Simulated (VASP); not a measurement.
# TaN (NiAs type) (P6_3/mmc) in VASP: a series of runs

The runs below take TaN (NiAs type) through single point, with PBE.

All numbers are computed with VASP 6.6.1; they aren't measurements. Logs are shortened: lines on timing, memory, paths and dates and some standing lists are left out, and cuts for length are marked.

## 1. The cell of the first run

The structure is hexagonal, space group P6_3/mmc (No. 194). Conventional cell: a = 2.549 Å, b = 2.549 Å, c = 5.365 Å, α = 90.00°, β = 90.00°, γ = 120.00°. Ta (site symmetry -3m) has 6 N at 1.99 Å and 6 Ta at 2.55 Å within 2.6 Å. N (site symmetry -6m2) has 6 Ta at 1.99 Å and 6 N at 2.55 Å within 2.6 Å.

## 2. Single point, PBE

INCAR reads:

```
PREC = Accurate ; ENCUT = 520
EDIFF = 1E-6 ; ISMEAR = -1
SIGMA = 0.1 ; LREAL = False
LASPH = True ; NELM = 60
ALGO = Normal ; ISIF = 2
LWAVE = False ; LCHARG = False
GGA = PE ; NBANDS = 24
```

KPOINTS reads:

```
Automatic mesh
0
Gamma
  12 12 7
```

POSCAR reads:

```
TaN
1.0
    2.5492351773      0.0000000000      0.0000000000
   -1.2746175886      2.2077024238      0.0000000000
    0.0000000000      0.0000000000      5.3652273425
Ta N
2 2
Direct
    0.0000000000      0.0000000000      0.0000000000
    0.0000000000      0.0000000000      0.5000000000
    0.3333333333      0.6666666667      0.2500000000
    0.6666666667      0.3333333333      0.7500000000
```

Potentials or basis: VASP PAW PBE potentials, release 64 (Ta_pv, N).

On the command line:

```console
> cat potpaw_PBE.64/Ta_pv/POTCAR potpaw_PBE.64/N/POTCAR > POTCAR
> mpirun -np 1 vasp_std > vasp.out
```

OUTCAR:

```text
PREC = Accurate
   ENCUT = 520
   EDIFF = 1E-6
   ISMEAR = -1
   LREAL = False
   LASPH = True
   NELM = 60
   ISIF = 2
   GGA = PE

 ion  position               nearest neighbor table
   1  0.000  0.000  0.000-   3 1.99   4 1.99   4 1.99   3 1.99   4 1.99   3 1.99   2 2.68   2 2.68

   2  0.000  0.000  0.500-   3 1.99   4 1.99   4 1.99   3 1.99   4 1.99   3 1.99   1 2.68   1 2.68

   3  0.333  0.667  0.250-   1 1.99   2 1.99   1 1.99   2 1.99   1 1.99   2 1.99
   4  0.667  0.333  0.750-   1 1.99   2 1.99   1 1.99   2 1.99   1 1.99   2 1.99

  LATTYP: Found a hexagonal cell.
 ALAT       =     2.5492351773
 C/A-ratio  =     2.1046419688

  Lattice vectors:

 A1 = (   2.5492351773,   0.0000000000,   0.0000000000)
 A2 = (  -1.2746175886,   2.2077024238,   0.0000000000)
 A3 = (   0.0000000000,   0.0000000000,   5.3652273425)

Analysis of symmetry for initial positions (statically):
=====================================================================
 Subroutine PRICEL returns:
 Original cell was already a primitive cell.

 Routine SETGRP: Setting up the symmetry group for a
 hexagonal supercell.

 Subroutine GETGRP returns: Found 24 space group operations
 (whereof 12 operations were pure point group operations)
 out of a pool of 24 trial point group operations.

The static configuration has the point symmetry D_3d.
 The point group associated with its full space group is D_6h.

Analysis of symmetry for dynamics (positions and initial velocities):
=====================================================================
 Subroutine PRICEL returns:
 Original cell was already a primitive cell.

 Routine SETGRP: Setting up the symmetry group for a
 hexagonal supercell.

 Subroutine GETGRP returns: Found 24 space group operations
 (whereof 12 operations were pure point group operations)
 out of a pool of 24 trial point group operations.

The dynamic configuration has the point symmetry D_3d.
 The point group associated with its full space group is D_6h.

 Subroutine INISYM returns: Found 24 space group operations
 (whereof 12 operations are pure point group operations),
 and found     1 'primitive' translations

----------------------------------------------------------------------------------------

                                     Primitive cell

  volume of cell :      30.1952

  direct lattice vectors                    reciprocal lattice vectors
     2.549235177  0.000000000  0.000000000     0.392274518  0.226479798  0.000000000
    -1.274617589  2.207702424  0.000000000     0.000000000  0.452959597  0.000000000
     0.000000000  0.000000000  5.365227342     0.000000000  0.000000000  0.186385392

  length of vectors
     2.549235177  2.549235177  5.365227342     0.452959597  0.452959597  0.186385392

  position of ions in fractional coordinates (direct lattice)
     0.000000000  0.000000000  0.000000000
     0.000000000  0.000000000  0.500000000
     0.333333333  0.666666667  0.250000000
     0.666666667  0.333333333  0.750000000

  ion indices of the primitive-cell ions
   primitive index   ion index
                 1           1
                 2           2
                 3           3
                 4           4

----------------------------------------------------------------------------------------

 KPOINTS: Automatic mesh

Automatic generation of k-mesh.
 Grid dimensions read from file:
 generate k-points for:   12   12    7

 Generating k-lattice:

  Cartesian coordinates                     Fractional coordinates (reciprocal lattice)
     0.032689543  0.018873317  0.000000000     0.083333333  0.000000000  0.000000000
     0.000000000  0.037746633  0.000000000     0.000000000  0.083333333  0.000000000
     0.000000000  0.000000000  0.026626485     0.000000000  0.000000000  0.142857143

  Length of vectors
     0.037746633  0.037746633  0.026626485

  Shift w.r.t. Gamma in fractional coordinates (k-lattice)
     0.000000000  0.000000000  0.000000000

 Subroutine IBZKPT returns following result:
 ===========================================

 Found     76 irreducible k-points:

 Following reciprocal coordinates:
            Coordinates               Weight
  0.000000  0.000000  0.000000      1.000000
  0.083333  0.000000  0.000000      6.000000
  0.166667  0.000000  0.000000      6.000000
  0.250000  0.000000  0.000000      6.000000
  0.333333  0.000000  0.000000      6.000000
  0.416667  0.000000  0.000000      6.000000
[... 16 lines left out ...]
  0.250000  0.000000  0.142857     12.000000
  0.333333  0.000000  0.142857     12.000000
 [... further k-points ...]
   k-points           NKPTS =     76   k-points in BZ     NKDIM =     76   number of bands    NBANDS=     24
   number of dos      NEDOS =    301   number of ions     NIONS =      4
   total plane-waves  NPLWV =  16000
   dimension x,y,z NGX =    20 NGY =   20 NGZ =   40
   dimension x,y,z NGXF=    40 NGYF=   40 NGZF=   80
   ions per type =               2   2
   NGX,Y,Z   is equivalent  to a cutoff of  13.04, 13.04, 12.39 a.u.
   NGXF,Y,Z  is equivalent  to a cutoff of  26.09, 26.09, 24.79 a.u.
 SYSTEM =  unknown system
   PREC   = accura    normal or accurate (medium, high low for compatibility)
   ISTART =      0    job   : 0-new  1-cont  2-samecut
   ICHARG =      2    charge: 1-file 2-atom 10-const
   ISPIN  =      1    spin polarized calculation?
   LNONCOLLINEAR =      F non collinear calculations
   LSORBIT =      F    spin-orbit coupling
   LASPH  =      T    aspherical Exc in radial PAW
   ENCUT  =  520.0 eV  38.22 Ry    6.18 a.u.   4.74  4.74  9.98*2*pi/ulx,y,z
   NELM   =     60;   NELMIN=  2; NELMDL= -5     # of ELM steps
   EDIFF  = 0.1E-05   stopping-criterion for ELM
   LREAL  =      F    real-space projection
   EDIFFG = 0.1E-04   stopping-criterion for IOM
   NSW    =      0    number of steps for IOM
   IBRION =     -1    ionic relax: 0-MD 1-quasi-New 2-CG
   NFREE  =      0    steps in history (QN), initial steepest desc. (CG)
   ISIF   =      2    stress and relaxation
   ISYM   =      2    0-nonsym 1-usesym 2-fastsym
   POTIM  = 0.5000    time-step for ionic-motion
   TEBEG  =    0.0;   TEEND  =   0.0 temperature during run
   PSTRESS=    0.0 pullay stress
   NELECT =      32.0000    total number of electrons
   NUPDOWN=      -1.0000    fix difference up-down
   EMIN   =  10.00;   EMAX   =-10.00  energy-range for DOS
   EFERMI =   0.00;   METHOD = LEGACY
   ISMEAR =    -1;   SIGMA  =   0.10  broadening in eV -4-tet -1-fermi 0-gaus
   EFERMI_NEDOS =   21; number of points for ismear=-14 and -15
   IALGO  =     38    algorithm
   IMIX   =      4    mixing-type and parameters
     AMIX     =   0.40;   BMIX     =  1.00
     AMIX_MAG =   1.60;   BMIX_MAG =  1.00
  volume/ion in A,a.u.               =       7.55        50.94
  Fermi-wavevector in a.u.,A,eV,Ry     =   1.669086  3.154115 37.903750  2.785847
  Thomas-Fermi vector in A             =   2.754820
   LORBIT       =      0    0 simple, 1 ext, 2 COOP (PROOUT), +10 PAW based schemes
   GGA     = PE    functional components
   LHFCALC =     F    Hartree Fock is set to
   AEXX    =    0.0000 exact exchange contribution
   IVDW    =     0    specifies the selected vdW correction
   LEPSILON=     F    determine dielectric tensor
   LRPA    =     F    only Hartree local field effects (RPA)
 non-spin polarized calculation
  energy-cutoff  :      520.00
  volume of cell :       30.20
 maximum number of plane-waves:       836
 NGX is ok and might be reduce to    20
   NGX =  9   NGY =  9   NGZ = 19

 number of electron      32.0000003 magnetization

 Free energy of the ion-electron system (eV)
  ---------------------------------------------------
  ext. energy  EPLUGINS =         0.00000000
  ---------------------------------------------------
  free energy    TOTEN  =       -35.91529245 eV

  energy without entropy =      -35.89182135  energy(sigma->0) =      -35.90355690

 E-fermi :  12.2218     XC(G=0): -15.4220

 val. band max:       12.1945766486   @ k =   0.0833   0.0833   0.4286
 cond. band min:      12.2286376806   @ k =   0.0833   0.0000   0.0000
 fundamental gap:      0.0340610320
 Fermi energy:        12.2217835272

 k-point     1 :       0.0000    0.0000    0.0000
  band No.  band energies     occupation
      1     -24.1889      2.00000
      2     -21.9411      2.00000
      3     -20.8483      2.00000
      4     -20.8483      2.00000
      5     -20.6698      2.00000
      6     -20.6698      2.00000
[... 16 lines left out ...]
     23      20.5030      0.00000
     24      20.5687      0.00000

 k-point     2 :       0.0833    0.0000    0.0000
  band No.  band energies     occupation
      1     -24.1197      2.00000
      2     -21.8985      2.00000
      3     -21.1639      2.00000
      4     -20.9474      2.00000
      5     -20.9084      2.00000
      6     -20.7247      2.00000
[... 16 lines left out ...]
     23      20.8342      0.00000
     24      21.2539      0.00000

 k-point     3 :       0.1667    0.0000    0.0000
  band No.  band energies     occupation
      1     -23.9259      2.00000
      2     -21.9577      2.00000
      3     -21.7829      2.00000
      4     -21.6580      2.00000
      5     -21.0693      2.00000
      6     -20.8719      2.00000
[... 16 lines left out ...]
     23      20.3474      0.00000
     24      21.8383      0.00000
[... 514 lines left out ...]
 k-point    23 :       0.2500    0.0000    0.1429
  band No.  band energies     occupation
      1     -23.5673      2.00000
      2     -22.9040      2.00000
      3     -22.5652      2.00000
      4     -21.7260      2.00000
      5     -21.2713      2.00000
      6     -21.0778      2.00000
[... 16 lines left out ...]
     23      20.9955      0.00000
     24      22.5158      0.00000

 k-point    24 :       0.3333    0.0000    0.1429
  band No.  band energies     occupation
      1     -23.7751      2.00000
      2     -23.4006      2.00000
      3     -23.2391      2.00000
      4     -21.5486      2.00000
      5     -21.4751      2.00000
      6     -21.2672      2.00000
[... 16 lines left out ...]
     23      21.6332      0.00000
     24      23.3900      0.00000

 [... further k-points ...]

------------------------ aborting loop because EDIFF is reached ----------------------------------------

  FORCE on cell =-STRESS in cart. coord.  units (eV):
  Direction    XX          YY          ZZ          XY          YZ          ZX
  --------------------------------------------------------------------------------------
  -------------------------------------------------------------------------------------
  Total       50.0490762     50.0490762     50.1284242      0.0000000      0.0000000      0.0000000
  in kB     2655.6331551   2655.6331552   2659.8434031      0.0000001      0.0000000      0.0000000
  external PRESSURE =    2657.0365711 kB  Pullay stress =       0.0000000 kB

 VOLUME and BASIS-vectors are now :
 -----------------------------------------------------------------------------
  energy-cutoff  :      520.00
  volume of cell :       30.20
      direct lattice vectors                 reciprocal lattice vectors
     2.549235177  0.000000000  0.000000000     0.392274518  0.226479798  0.000000000
    -1.274617589  2.207702424  0.000000000     0.000000000  0.452959597  0.000000000
     0.000000000  0.000000000  5.365227342     0.000000000  0.000000000  0.186385392

 POSITION                                       TOTAL-FORCE (eV/Angst)
 -----------------------------------------------------------------------------------
      0.00000      0.00000      0.00000        -0.000000      0.000000      0.000000
      0.00000      0.00000      2.68261        -0.000000      0.000000      0.000000
     -0.00000      1.47180      1.34131         0.000000      0.000000      0.000000
      1.27462      0.73590      4.02392        -0.000000      0.000000     -0.000000
 -----------------------------------------------------------------------------------
    total drift:                                0.000000     -0.000000      0.000000

  FREE ENERGIE OF THE ION-ELECTRON SYSTEM (eV)
  ---------------------------------------------------
  free  energy   TOTEN  =       -35.9152924487 eV

  energy  without entropy=      -35.8918213451  energy(sigma->0) =      -35.90355690
```

It took 42 s on 1 thread of Intel Xeon Platinum 8488C (Sapphire Rapids), shared host; peak memory 0.17 GiB.

Results:

- Free energy: -35.9153 eV
- Pressure: 265.7 GPa
- Band gap on the k mesh: zero (band 16 reaches 13.22 eV, above the bottom of band 17 at 11.66 eV)

Levels at points of the mesh, in eV from the Fermi level:
```csv
k point,band 12,band 13,band 14,band 15,band 16,band 17,band 18,band 19,band 20,band 21
"(0.00, 0.00, 0.00)",-6.14,-3.70,-1.99,-1.99,-0.41,-0.41,1.09,1.09,2.89,6.49
"(0.50, 0.00, 0.00)",-5.99,-5.75,-3.77,-3.49,-2.76,4.33,7.50,8.47,8.49,9.44
```

Caveat: spin-orbit coupling is left out, which moves the levels of the heavy elements.

(Part 1 of 2 ends here.)
